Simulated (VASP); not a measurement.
PbO2: single point with PBE

The system is PbO2.

```xyz
3
Lattice="0.0000 2.6636 2.6636 2.6636 0.0000 2.6636 2.6636 2.6636 0.0000" Properties=species:S:1:pos:R:3 pbc="T T T"
Pb    0.0000    0.0000    0.0000
O     1.3318    1.3318    1.3318
O     3.9954    3.9954    3.9954
```

```json
{
 "Program": "VASP 6.6.1",
 "Task": "single point",
 "Functional": "PBE",
 "Potentials or basis": "VASP PAW PBE potentials, release 64 (Pb_d, O)",
 "Cutoff": "520 eV",
 "k mesh": "5 × 5 × 5",
 "Occupations": "gaussian, width 0.1 eV",
 "Spin": "no spin polarisation",
 "Dipole correction": "no",
 "Further INCAR settings": "ALGO = Normal; EDIFF = 1e-06; NBANDS = 20"
}
```

```
Pressure               : 6.7 GPa
Band gap on the k mesh : zero (band 13 reaches 6.03 eV, above the bottom of band 14 at 4.91 eV)
```

Levels at points of the mesh, in eV from the Fermi level:
```
           k point  band 9  band 10  band 11  band 12  band 13  band 14  band 15  band 16  band 17  band 18
(0.00, 0.00, 0.00)   -2.00    -2.00    -2.00    -1.25    -1.25    -1.25     7.15     7.15     7.15    12.03
```

Run time: 6.5 s on 1 thread of Intel(R) Xeon(R) Platinum 8375C CPU @ 2.90GHz (Ice Lake), with other jobs on the host, peak memory 0.15 GiB.

Caveat: the k points lie up to 0.41 Å⁻¹ apart; spin-orbit coupling is left out, which moves the levels of the heavy elements.
